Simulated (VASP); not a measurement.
Ga2GeO:

```
Ga Ge O
1.0
     3.34738    0.00000    0.00000
     0.00000    3.34738    0.00000
     0.00000    0.00000    4.72837
Ga Ge O
2 1 1
Cartesian
  0.0000 0.0000 2.3642
  1.6737 1.6737 0.0000
  0.0000 0.0000 0.0000
  1.6737 1.6737 2.3642
```

| Quantity | Value |
| --- | --- |
| Program | VASP 6.6.1 |
| Task | relaxation of cell and atoms |
| Functional | PBE |
| Potentials or basis | VASP PAW PBE potentials, release 64 (Ga_d, Ge_d, O) |
| Cutoff | 600 eV |
| k mesh | 6 × 6 × 4 |
| Occupations | gaussian, width 0.1 eV |
| Spin | no spin polarisation |

At the start: pressure 22.1 GPa; volume 13.25 Å³/atom.

Question: Where does the relaxation end?

Answer: Over 6 steps the energy falls by 150.3 meV/atom and the volume is 15.76 Å³/atom (+19.0 %); space group P4/mmm (No. 123, to 0.05 Å).

The path:
```
step  energy change (eV)  largest force (eV/Å)  pressure (GPa)  volume (Å³)
   1              0.0000                0.0000           22.05        52.98
   2             -0.5051                0.0000           -5.51        68.21
   3             -0.5974                0.0000            0.01        62.96
   4             -0.5974                0.0000           -0.18        63.17
   5             -0.6005                0.0000           -0.08        63.09
   6             -0.6012                0.0000           -0.06        63.04
```

Final structure:
```
Ga Ge O
1.0
     3.58553    0.00000    0.00000
     0.00000    3.58553    0.00000
     0.00000    0.00000    4.90365
Ga Ge O
2 1 1
Direct
  0.00000 0.00000 0.50000
  0.50000 0.50000 0.00000
  0.00000 0.00000 0.00000
  0.50000 0.50000 0.50000
```

Caveat: the volume moved by over 15 % at a fixed basis, so the end points are rough.
